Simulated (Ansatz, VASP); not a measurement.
One calculation of Al3GaN4, two programs

```
CELL_PARAMETERS angstrom
5.24514 0.00000 0.00011
0.00000 3.25528 0.00000
-0.00337 0.00000 5.41799
ATOMIC_POSITIONS crystal
Al 0.50023 0.50000 0.16733
Al 0.00092 0.50000 0.83481
Al 0.00109 0.00000 0.33169
Ga 0.49942 0.00000 0.66620
N 0.11117 0.00000 0.66633
N 0.12245 0.50000 0.16716
N 0.62512 0.50000 0.84019
N 0.62319 0.00000 0.32629
```

Change from the starting cell: strain +0.040 along x and y, +0.000 along z, atoms carried along.

Alike in both runs: task single point; functional PBEsol; k mesh 6 × 8 × 4; occupations gaussian, width 0.05 eV; no spin polarisation.

|  | VASP | Ansatz |
| --- | --- | --- |
| version | VASP 6.6.1 | Ansatz 0.2.0 |
| potentials or method | VASP PAW PBE potentials, release 64 (Al, Ga_d, N), cutoff 520 eV | scalar-relativistic, plane waves, PAW |
| valence electrons in the cell | 42 | 42 |

VASP gave:

* gap on the k mesh at the Fermi level (eV): 2.82
* least direct gap on the mesh (eV): 2.82
* pressure (GPa): -13.1
* traceless stress, the component that is largest in VASP (GPa): 7.53
* rms of the force components (eV/Å): 0.183

Question: What did Ansatz give for the same quantities?

Answer: gap on the k mesh at the Fermi level (eV): 2.81; least direct gap on the mesh (eV): 2.81; pressure (GPa): -12.9; traceless stress, the component that is largest in VASP (GPa): 7.48; rms of the force components (eV/Å): 0.181.

VASP's potentials were made for PBE, not for PBEsol. Atom by atom the forces differ by 0.003 eV/Å (rms over components). With one functional, cell and mesh, what is left measures potentials, basis and numerics.
